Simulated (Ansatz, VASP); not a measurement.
## Two plane-wave programs on Ru

The input POSCAR:

```
Ru
1.0
    2.7023482492      0.0000000000      0.0000000000
   -1.3511741246      2.3403022337      0.0000000000
    0.0000000000      0.0000000000      4.1379865553
Ru
2
Direct
    0.3333333333      0.6666666667      0.2500000000
    0.6666666667      0.3333333333      0.7500000000
```

INCAR.step1

```
PREC = Accurate
ENCUT = 520
ISMEAR = 0
SIGMA = 0.15
LREAL = F
LASPH = T
NELM = 100
NBANDS = 21
GGA = PE
ALGO = Normal
EDIFF = 1E-4
LWAVE = T
LCHARG = F
```

File INCAR.step2:

```
PREC = Accurate
ENCUT = 520
EDIFF = 1E-6
ISMEAR = 0
SIGMA = 0.15
LREAL = F
LASPH = T
NELM = 100
ALGO = Normal
ISIF = 2
LWAVE = F
LCHARG = F
METAGGA = R2SCAN
LMIXTAU = T
NBANDS = 21
ISTART = 1
```

File KPOINTS:

```
Automatic mesh
0
Gamma
  24 24 14
```

Input for Ansatz:

```yaml
crystal:
  lattice:
    - [2.7023482492, 0.0, 0.0]
    - [-1.3511741246, 2.3403022337, 0.0]
    - [0.0, 0.0, 4.1379865553]
  atoms:
    - { symbol: Ru, position: [0.3333333333, 0.6666666667, 0.25] }
    - { symbol: Ru, position: [0.6666666667, 0.3333333333, 0.75] }
basis:
  ecutwfc: 500
kpoints:
  mp_grid: { grid: [24, 24, 14] }
hamiltonian:
  xc: r2scan
scf:
  occupations: { method: gaussian, width: 0.15 }
output:
  forces: true
  stress: true
  eigenvalues: true
```

Change from the starting cell: strain -0.0300 x Voigt [0, 0, 1, 0, 0, 0], atoms carried along.

Alike in both runs: task single point; functional r2SCAN; k mesh 24 × 24 × 14; occupations gaussian, width 0.15 eV; no spin polarisation.

|  | VASP | Ansatz |
| --- | --- | --- |
| version | VASP 6.6.1 | Ansatz 0.2.0 |
| potentials or method | VASP PAW PBE potentials, release 64 (Ru_pv), cutoff 520 eV | scalar-relativistic, plane waves, PAW |
| valence electrons in the cell | 28 | 32 |

```csv
,VASP,Ansatz,Ansatz less VASP
gap on the k mesh at the Fermi level (eV),none,none,-
pressure (GPa),13.8,12.1,-1.80
"traceless stress, the component that is largest in VASP (GPa)",10.65,10.46,-0.191
```

VASP's potentials were made for PBE, not for r2SCAN. A gap of «none» marks a metal or a gap that the smearing closes. VASP's potentials hold 28 valence electrons a cell and Ansatz's 32, so a difference there can come from the potentials and not from the codes.
